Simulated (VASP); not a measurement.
# Mo: single point with PBEsol

Crystal: Mo.

```xyz
2
Lattice="3.2545 0.0000 0.0000 0.0000 3.2545 0.0000 0.0000 0.0000 3.0542" Properties=species:S:1:pos:R:3 pbc="T T T"
Mo    0.0000    0.0000    0.0000
Mo    1.6273    1.6273    1.5271
```

This cell differs from its parent crystal: biaxial strain in the a-b plane: +4.0 %.

```json
{
  "Program": "VASP 6.6.1",
  "Task": "single point",
  "Functional": "PBEsol",
  "Potentials or basis": "VASP PAW PBE potentials, release 64 (Mo_sv)",
  "Cutoff": "520 eV",
  "k mesh": "16 × 16 × 16",
  "Occupations": "gaussian, width 0.1 eV",
  "Spin": "no spin polarisation",
  "Dipole correction": "no",
  "Further INCAR settings": "ALGO = Fast; EDIFF = 1e-07; NBANDS = 21"
}
```

```
Pressure               : -12.5 GPa
Band gap on the k mesh : zero (bands 14 and 15 overlap by 2.50 eV)
```

Stress tensor (GPa, compression positive):
```
-18.49   0.00   0.00
  0.00 -18.49   0.00
  0.00   0.00  -0.51
```

Levels at points of the mesh, in eV from the Fermi level:
```
           k point  band 10  band 11  band 12  band 13  band 14  band 15  band 16  band 17  band 18  band 19
(0.00, 0.00, 0.00)    -5.28    -5.13    -1.75    -1.02    -1.02     1.08     2.01     3.76     3.76     3.97
(0.50, 0.00, 0.00)    -3.85    -2.62    -2.62    -0.71    -0.71    -0.18    -0.18     1.00     1.00     2.83
(0.50, 0.50, 0.00)    -5.09    -2.71    -2.71     0.99     0.99     1.17     1.17     1.92     1.92     4.45
(0.00, 0.00, 0.50)    -3.47    -2.37    -2.37    -0.88    -0.88    -0.88    -0.88     0.65     0.65     4.07
(0.50, 0.00, 0.50)    -5.17    -3.48    -3.48     1.62     1.62     1.67     1.67     2.65     2.65     4.55
(0.50, 0.50, 0.50)    -2.68    -2.68    -2.68    -2.31    -2.31     2.09     2.09     2.53     2.53     9.27
```

It took 2.5 min on 1 thread of AMD EPYC 7R13 Processor (Zen 3), with other jobs on the host, peak memory 0.28 GiB.

Caveat: the cell differs from its parent crystal (biaxial strain in the a-b plane: +4.0 %); the cell stands under tension; the PAW data sets were made with another functional, which shifts forces and pressure a little.
